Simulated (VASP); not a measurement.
## AlN: single point with PBE

The system is AlN.

```
Al N
1.0
     3.47772    0.00000    0.00000
    -1.73886    3.01180    0.00000
     0.00000    0.00000    4.18756
Al N
2 2
Direct
  0.33333 0.66667 0.75000
  0.66667 0.33333 0.25000
  0.33333 0.66667 0.25000
  0.66667 0.33333 0.75000
```

This cell differs from its parent crystal: strain +0.0500 x Voigt [1, 1, 0, 0, 0, 0].

```yaml
Program: VASP 6.6.1
Task: single point
Functional: PBE
Potentials_or_basis: VASP PAW PBE potentials, release 64 (Al, N)
Cutoff: 520 eV
k_mesh: 9 × 9 × 6
Occupations: gaussian, width 0.05 eV
Spin: no spin polarisation
```

```yaml
Pressure: -17.0 GPa
Band_gap_on_the_k_mesh: 2.72 eV, direct
```

Stress tensor (GPa, compression positive):
```
-19.57   0.00   0.00
  0.00 -19.57   0.00
  0.00   0.00 -12.02
```

Levels at points of the mesh, in eV from the valence-band top:
```csv
k point,band 5,band 6,band 7,band 8,band 9,band 10,band 11,band 12
"(0.00, 0.00, 0.00)",-2.91,-1.11,-1.11,0.00,2.72,3.69,7.71,7.71
"(0.00, 0.00, 0.50)",-2.05,-2.05,-2.05,-2.05,5.27,5.27,7.88,7.88
```

Run time: 21 s on 1 thread of Intel(R) Xeon(R) Platinum 8375C CPU @ 2.90GHz (Ice Lake) (shared host), peak memory 0.17 GiB.

Caveat: the cell differs from its parent crystal (strain +0.0500 x Voigt [1, 1, 0, 0, 0, 0]).
